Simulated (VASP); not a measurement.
Wanted: the native input for a VASP 6.6.1 run.

- Task: single point
- Functional: PBE
- Potentials or basis: VASP PAW PBE potentials, release 64 (W_sv, C)
- Cutoff: 520 eV
- k mesh: 10 × 10 × 9
- Occupations: fermi-dirac, width 0.05 eV
- Spin: no spin polarisation
- Hubbard terms: W d U = 1.0 eV
- Dipole correction: no
- Further INCAR settings: ALGO = Normal; EDIFF = 1e-07; NBANDS = 16

The structure of WC (Qusongite) lies in POSCAR:

```
WC
1.0
    2.9231708405      0.0000000000      0.0000000000
   -1.4615854202      2.5315402075      0.0000000000
    0.0000000000      0.0000000000      2.8454377253
W C
1 1
Direct
    0.0000000000      0.0000000000      0.0000000000
    0.6666666667      0.3333333333      0.5000000000
```

These files were run (other wordings do the same):

INCAR

```
SYSTEM = WC
PREC     = Accurate       ! precision mode
ENCUT    = 520            ! plane-wave cutoff, eV
EDIFF    = 1E-7           ! SCF threshold, eV
ISMEAR   = -1             ! smearing method
SIGMA    = 0.05           ! smearing width, eV
LREAL    = .False.        ! projectors in reciprocal space
LASPH    = .True.         ! aspherical terms in the spheres
NELM     = 150            ! most SCF steps
ALGO     = Normal         ! electronic algorithm
ISIF     = 2              ! what is computed and relaxed
LWAVE    = .False.        ! write WAVECAR
LCHARG   = .True.         ! write CHGCAR
LMAXMIX  = 4              ! l up to which the mixer works
LDAU     = .True.         ! DFT+U
LDAUTYPE = 2            
LDAUL    = 2 -1           ! shell
LDAUU    = 1 0            ! U, eV
LDAUJ    = 0 0          
LDAUPRINT= 1            
GGA      = PE             ! functional
LELF     = .True.         ! ELF
LVHAR    = .True.       
NBANDS   = 16             ! bands
```

KPOINTS

```
regular mesh
0
Gamma
  10 10 9
  0 0 0
```

Potentials or basis: VASP PAW PBE potentials, release 64 (W_sv, C).

Command:

```sh
$ cat potpaw_PBE.64/W_sv/POTCAR potpaw_PBE.64/C/POTCAR > POTCAR
$ mpirun -np 1 vasp_std > vasp.out
```

Results of the run:

* Pressure: 3.0 GPa
* Band gap on the k mesh: zero (band 9 reaches 11.59 eV, above the bottom of band 10 at 10.45 eV)

Caveat: spin-orbit coupling is left out, which moves the levels of the heavy elements; U without spin polarisation on a metal has little footing; the U is typed as a test and isn't derived for this compound.

It took 10 s on 1 thread of Intel(R) Xeon(R) 6975P-C (Granite Rapids), on a shared host, peak memory 0.15 GiB.
